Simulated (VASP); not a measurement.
# SnS in VASP: single point with LDA

Aim: the single point of SnS with LDA.

Everything below comes from runs of VASP 6.6.1. Logs are shortened: lines on timing, memory, paths and dates and some standing lists are left out, and cuts for length are marked.

**1. The cell of the first run**

The cell holds a slab with vacuum, 20 atoms: a = 3.954 Å, b = 10.976 Å, c = 24.279 Å, α = 90.00°, β = 90.00°, γ = 90.00°.

**2. Single point, LDA**

Input file INCAR:

```
SYSTEM = SnS
ALGO = Normal
DIPOL = 0.5 0.5 0.500
EDIFF = 1E-6
ENCUT = 400
GGA = CA
GGA_COMPAT = .False.
IDIPOL = 3
ISIF = 2
ISMEAR = 0
LASPH = .True.
LCHARG = .False.
LDIPOL = .True.
LREAL = .False.
LWAVE = .False.
NBANDS = 116
NELM = 120
NELMDL = -8
PREC = Accurate
SIGMA = 0.05
```

Input file KPOINTS:

```
k-points
0
Gamma
  7 3 1
  0 0 0
```

Input file POSCAR:

```
SnS
1.0
    3.9538335277      0.0000000000      0.0000000000
    0.0000000000     10.9763776513      0.0000000000
    0.0000000000      0.0000000000     24.2794596779
Sn S
10 10
Direct
    0.2500000000      0.8699050694      0.3398269800
    0.7500000000      0.1358860747      0.3398978053
    0.7500000000      0.6214273928      0.4106758861
    0.2500000000      0.3808257861      0.4136257629
    0.2500000000      0.8757351288      0.5000676748
    0.7500000000      0.1242698542      0.4999284772
    0.7500000000      0.6191720948      0.5863714288
    0.2500000000      0.3785766571      0.5893264711
    0.2500000000      0.8641110685      0.6600998282
    0.7500000000      0.1300912753      0.6601700046
    0.2500000000      0.6466601635      0.3369796520
    0.7500000000      0.3585304973      0.3389581698
    0.7500000000      0.8669238932      0.4134749695
    0.2500000000      0.1354462381      0.4138012572
    0.2500000000      0.6530028212      0.4994338565
    0.7500000000      0.3470011434      0.5005705479
    0.7500000000      0.8645502752      0.5861982840
    0.2500000000      0.1330796869      0.5865251186
    0.2500000000      0.6414689253      0.6610429295
    0.7500000000      0.3533359541      0.6630248959
```

Potentials or basis: VASP PAW LDA potentials, release 64 (Sn_d, S).

The run is started by

```bash
> cat potpaw_LDA.64/Sn_d/POTCAR potpaw_LDA.64/S/POTCAR > POTCAR
> mpirun -np 1 vasp_std > vasp.out
```

OUTCAR:

```text
SYSTEM = SnS
   EDIFF = 1E-6
   ENCUT = 400
   GGA = CA
   ISIF = 2
   ISMEAR = 0
   LASPH = .True.
   LREAL = .False.
   NELM = 120
   NELMDL = -8
   PREC = Accurate

 ion  position               nearest neighbor table
   1  0.250  0.870  0.340-  11 2.45  13 2.67  13 2.67   2 3.53   2 3.53
   2  0.750  0.136  0.340-  12 2.44  14 2.67  14 2.67   1 3.53   1 3.53
   3  0.750  0.621  0.411-  11 2.68  11 2.68  13 2.70  15 2.94  15 2.94   4 3.30   4 3.30
   4  0.250  0.381  0.414-  14 2.69  12 2.69  12 2.69  16 2.92  16 2.92   3 3.30   3 3.30
   5  0.250  0.876  0.500-  15 2.44  17 2.88  17 2.88  13 2.89  13 2.89   6 3.37   6 3.37
   6  0.750  0.124  0.500-  16 2.44  14 2.88  14 2.88  18 2.89  18 2.89   5 3.37   5 3.37
   7  0.750  0.619  0.586-  17 2.69  19 2.69  19 2.69  15 2.92  15 2.92   8 3.30   8 3.30
   8  0.250  0.379  0.589-  20 2.68  20 2.68  18 2.70  16 2.94  16 2.94   7 3.30   7 3.30
   9  0.250  0.864  0.660-  19 2.44  17 2.67  17 2.67  10 3.53  10 3.53
  10  0.750  0.130  0.660-  20 2.45  18 2.67  18 2.67   9 3.53   9 3.53
  11  0.250  0.647  0.337-   1 2.45   3 2.68   3 2.68
  12  0.750  0.359  0.339-   2 2.44   4 2.69   4 2.69
  13  0.750  0.867  0.413-   1 2.67   1 2.67   3 2.70   5 2.89   5 2.89
  14  0.250  0.135  0.414-   2 2.67   2 2.67   4 2.69   6 2.88   6 2.88
  15  0.250  0.653  0.499-   5 2.44   7 2.92   7 2.92   3 2.94   3 2.94
  16  0.750  0.347  0.501-   6 2.44   4 2.92   4 2.92   8 2.94   8 2.94
  17  0.750  0.865  0.586-   9 2.67   9 2.67   7 2.69   5 2.88   5 2.88
  18  0.250  0.133  0.587-  10 2.67  10 2.67   8 2.70   6 2.89   6 2.89
  19  0.250  0.641  0.661-   9 2.44   7 2.69   7 2.69
  20  0.750  0.353  0.663-  10 2.45   8 2.68   8 2.68

  LATTYP: Found a simple orthorhombic cell.
 ALAT       =     3.9538335277
 B/A-ratio  =     2.7761355086
 C/A-ratio  =     6.1407389835

  Lattice vectors:

 A1 = (   3.9538335277,   0.0000000000,   0.0000000000)
 A2 = (   0.0000000000,  10.9763776513,   0.0000000000)
 A3 = (   0.0000000000,   0.0000000000,  24.2794596779)

Analysis of symmetry for initial positions (statically):
=====================================================================
 Subroutine PRICEL returns:
 Original cell was already a primitive cell.

 Routine SETGRP: Setting up the symmetry group for a
 simple orthorhombic supercell.

 Subroutine GETGRP returns: Found  4 space group operations
 (whereof  2 operations were pure point group operations)
 out of a pool of  8 trial point group operations.

The static configuration has the point symmetry S_2 .
 The point group associated with its full space group is C_2h.

Analysis of symmetry for dynamics (positions and initial velocities):
=====================================================================
 Subroutine PRICEL returns:
 Original cell was already a primitive cell.

 Routine SETGRP: Setting up the symmetry group for a
 simple orthorhombic supercell.

 Subroutine GETGRP returns: Found  4 space group operations
 (whereof  2 operations were pure point group operations)
 out of a pool of  8 trial point group operations.

The dynamic configuration has the point symmetry S_2 .
 The point group associated with its full space group is C_2h.

 Subroutine INISYM returns: Found  4 space group operations
 (whereof  2 operations are pure point group operations),
 and found     1 'primitive' translations

----------------------------------------------------------------------------------------

                                     Primitive cell

  volume of cell :    1053.6987

  direct lattice vectors                    reciprocal lattice vectors
     3.953833528  0.000000000  0.000000000     0.252919096  0.000000000  0.000000000
     0.000000000 10.976377651  0.000000000     0.000000000  0.091104737  0.000000000
     0.000000000  0.000000000 24.279459678     0.000000000  0.000000000  0.041187078

  length of vectors
     3.953833528 10.976377651 24.279459678     0.252919096  0.091104737  0.041187078

  position of ions in fractional coordinates (direct lattice)
     0.250000000  0.869905069  0.339826980
     0.750000000  0.135886075  0.339897805
     0.750000000  0.621427393  0.410675886
     0.250000000  0.380825786  0.413625763
     0.250000000  0.875735129  0.500067675
     0.750000000  0.124269854  0.499928477
[... 12 lines left out ...]
     0.250000000  0.641468925  0.661042929
     0.750000000  0.353335954  0.663024896

  ion indices of the primitive-cell ions
   primitive index   ion index
                 1           1
                 2           2
                 3           3
                 4           4
                 5           5
                 6           6
[... 12 lines left out ...]
                19          19
                20          20

----------------------------------------------------------------------------------------

 KPOINTS: k-points

Automatic generation of k-mesh.
 Grid dimensions read from file:
 generate k-points for:    7    3    1

 Generating k-lattice:

  Cartesian coordinates                     Fractional coordinates (reciprocal lattice)
     0.036131299  0.000000000  0.000000000     0.142857143  0.000000000  0.000000000
     0.000000000  0.030368246  0.000000000     0.000000000  0.333333333  0.000000000
     0.000000000  0.000000000  0.041187078     0.000000000  0.000000000  1.000000000

  Length of vectors
     0.036131299  0.030368246  0.041187078

  Shift w.r.t. Gamma in fractional coordinates (k-lattice)
     0.000000000  0.000000000  0.000000000

 Subroutine IBZKPT returns following result:
 ===========================================

 Found      8 irreducible k-points:

 Following reciprocal coordinates:
            Coordinates               Weight
  0.000000  0.000000  0.000000      1.000000
  0.142857  0.000000  0.000000      2.000000
  0.285714  0.000000  0.000000      2.000000
  0.428571  0.000000  0.000000      2.000000
  0.000000  0.333333  0.000000      2.000000
  0.142857  0.333333  0.000000      4.000000
  0.285714  0.333333  0.000000      4.000000
  0.428571  0.333333  0.000000      4.000000
   k-points           NKPTS =      8   k-points in BZ     NKDIM =      8   number of bands    NBANDS=    116
   number of dos      NEDOS =    301   number of ions     NIONS =     20
   total plane-waves  NPLWV = 322560
   dimension x,y,z NGX =    28 NGY =   72 NGZ =  160
   dimension x,y,z NGXF=    56 NGYF=  144 NGZF=  320
   ions per type =              10  10
   NGX,Y,Z   is equivalent  to a cutoff of  11.77, 10.90, 10.96 a.u.
   NGXF,Y,Z  is equivalent  to a cutoff of  23.55, 21.81, 21.91 a.u.
 SYSTEM =  SnS
   PREC   = accura    normal or accurate (medium, high low for compatibility)
   ISTART =      0    job   : 0-new  1-cont  2-samecut
   ICHARG =      2    charge: 1-file 2-atom 10-const
   ISPIN  =      1    spin polarized calculation?
   LNONCOLLINEAR =      F non collinear calculations
   LSORBIT =      F    spin-orbit coupling
   LASPH  =      T    aspherical Exc in radial PAW
   ENCUT  =  400.0 eV  29.40 Ry    5.42 a.u.   6.45 17.90 39.59*2*pi/ulx,y,z
   NELM   =    120;   NELMIN=  2; NELMDL= -8     # of ELM steps
   EDIFF  = 0.1E-05   stopping-criterion for ELM
   LREAL  =      F    real-space projection
[... 7 lines left out ...]
   TEBEG  =    0.0;   TEEND  =   0.0 temperature during run
   PSTRESS=    0.0 pullay stress
   NELECT =     200.0000    total number of electrons
   NUPDOWN=      -1.0000    fix difference up-down
   EMIN   =  10.00;   EMAX   =-10.00  energy-range for DOS
   EFERMI =   0.00;   METHOD = LEGACY
   ISMEAR =     0;   SIGMA  =   0.05  broadening in eV -4-tet -1-fermi 0-gaus
   EFERMI_NEDOS =   21; number of points for ismear=-14 and -15
   IALGO  =     38    algorithm
   IMIX   =      4    mixing-type and parameters
     AMIX     =   0.40;   BMIX     =  1.00
     AMIX_MAG =   1.60;   BMIX_MAG =  1.00
  volume/ion in A,a.u.               =      52.68       355.54
  Fermi-wavevector in a.u.,A,eV,Ry     =   0.940833  1.777917 12.043432  0.885167
  Thomas-Fermi vector in A             =   2.068284
   LORBIT       =      0    0 simple, 1 ext, 2 COOP (PROOUT), +10 PAW based schemes
   GGA     = CA    functional components
   LHFCALC =     F    Hartree Fock is set to
   AEXX    =    0.0000 exact exchange contribution
   IVDW    =     0    specifies the selected vdW correction
   LEPSILON=     F    determine dielectric tensor
   LRPA    =     F    only Hartree local field effects (RPA)
 non-spin polarized calculation
 Gauss-broadening in eV      SIGMA  =   0.05
  energy-cutoff  :      400.00
  volume of cell :     1053.70
 maximum number of plane-waves:     19220
 NGX is ok and might be reduce to    28
   NGX = 13   NGY = 35   NGZ = 79

 dipolmoment           0.000000      0.000000      0.000000 electrons x Angstroem

 number of electron     200.0000029 magnetization

 dipolmoment           0.000000      0.000000     -0.000011 electrons x Angstroem

 Free energy of the ion-electron system (eV)
  ---------------------------------------------------
  ext. energy  EPLUGINS =         0.00000000
  ---------------------------------------------------
  free energy    TOTEN  =       -98.26940426 eV

  energy without entropy =      -98.26940426  energy(sigma->0) =      -98.26940426

 E-fermi :   0.3581     XC(G=0):  -5.0346

 val. band max:        0.0797104136   @ k =   0.0000   0.0000   0.0000
 cond. band min:       0.6805939273   @ k =   0.0000   0.0000   0.0000
 fundamental gap:      0.6008835137
 Fermi energy:         0.3580517522

 k-point     1 :       0.0000    0.0000    0.0000
  band No.  band energies     occupation
      1     -21.3484      2.00000
      2     -21.3475      2.00000
      3     -21.3441      2.00000
      4     -21.3427      2.00000
      5     -21.3373      2.00000
      6     -21.3345      2.00000
[... 104 lines left out ...]
    111       2.6443      0.00000
    112       3.0512      0.00000

 k-point     2 :       0.1429    0.0000    0.0000
  band No.  band energies     occupation
      1     -21.3525      2.00000
      2     -21.3510      2.00000
      3     -21.3397      2.00000
      4     -21.3382      2.00000
      5     -21.3373      2.00000
      6     -21.3365      2.00000
[... 682 lines left out ...]
 k-point     8 :       0.4286    0.3333    0.0000
  band No.  band energies     occupation
      1     -21.3683      2.00000
      2     -21.3655      2.00000
      3     -21.3637      2.00000
      4     -21.3609      2.00000
      5     -21.3137      2.00000
      6     -21.3122      2.00000
[... 104 lines left out ...]
    111       2.8524      0.00000
    112       3.1360      0.00000
 [bands above 112 left out]

------------------------ aborting loop because EDIFF is reached ----------------------------------------

 vacuum level on the upper side and lower side of the slab       (xc-potential included)        -0.080        -0.080

  FORCE on cell =-STRESS in cart. coord.  units (eV):
  Direction    XX          YY          ZZ          XY          YZ          ZX
  --------------------------------------------------------------------------------------
  -------------------------------------------------------------------------------------
  Total        0.7864928      3.8032740      0.1471977      0.0000000      0.0530276      0.0000000
  in kB        1.1958835      5.7829810      0.2238181      0.0000000      0.0806299      0.0000000
  external PRESSURE =       2.4008942 kB  Pullay stress =       0.0000000 kB

 VOLUME and BASIS-vectors are now :
 -----------------------------------------------------------------------------
  energy-cutoff  :      400.00
  volume of cell :     1053.70
      direct lattice vectors                 reciprocal lattice vectors
     3.953833528  0.000000000  0.000000000     0.252919096  0.000000000  0.000000000
     0.000000000 10.976377651  0.000000000     0.000000000  0.091104737  0.000000000
     0.000000000  0.000000000 24.279459678     0.000000000  0.000000000  0.041187078

 POSITION                                       TOTAL-FORCE (eV/Angst)
 -----------------------------------------------------------------------------------
      0.98846      9.54841      8.25082         0.000000      0.004107     -0.018242
      2.96538      1.49154      8.25254         0.000000     -0.007183     -0.018951
      2.96538      6.82102      9.97099         0.000000     -0.012310      0.005117
      0.98846      4.18009     10.04261        -0.000000      0.012321     -0.001673
      0.98846      9.61240     12.14137         0.000000      0.007817     -0.000580
      2.96538      1.36403     12.13799         0.000000     -0.007817      0.000580
[... 12 lines left out ...]
      0.98846      7.04101     16.04977         0.000000      0.000932      0.014301
      2.96538      3.87835     16.09789         0.000000      0.001417      0.011013
 -----------------------------------------------------------------------------------
    total drift:                                0.000000     -0.003007      0.025563

  FREE ENERGIE OF THE ION-ELECTRON SYSTEM (eV)
  ---------------------------------------------------
  free  energy   TOTEN  =       -98.2694042581 eV

  energy  without entropy=      -98.2694042581  energy(sigma->0) =      -98.26940426

 vacuum level on the upper side and lower side of the slab         4.976         4.976
```

Run time: 32 min. Hardware: 1 thread of Oxide Virtual Turin-like, shared host; peak memory 0.72 GiB.

What came out:

| Item | Value |
| --- | --- |
| Free energy | -98.2694 eV |
| Largest force | 0.020 eV/Å |
| Band gap on the k mesh | 0.60 eV |

Forces in eV/Å, atoms in the order of the input:
```
Sn   0.000  0.004 -0.018
Sn   0.000 -0.007 -0.019
Sn   0.000 -0.012  0.005
Sn   0.000  0.012 -0.002
Sn   0.000  0.008 -0.001
Sn   0.000 -0.008  0.001
Sn   0.000 -0.012  0.002
Sn   0.000  0.012 -0.005
Sn   0.000  0.007  0.019
Sn   0.000 -0.004  0.018
S    0.000 -0.001 -0.011
S    0.000 -0.001 -0.014
S    0.000  0.005  0.014
S    0.000 -0.007  0.013
S    0.000  0.007  0.001
S    0.000 -0.007 -0.001
S    0.000  0.007 -0.013
S    0.000 -0.005 -0.014
S    0.000  0.001  0.014
S    0.000  0.001  0.011
```

Caveat: semilocal functionals underestimate gaps, and a narrow one can read as zero; spin-orbit coupling is left out, which moves the levels of the heavy elements.
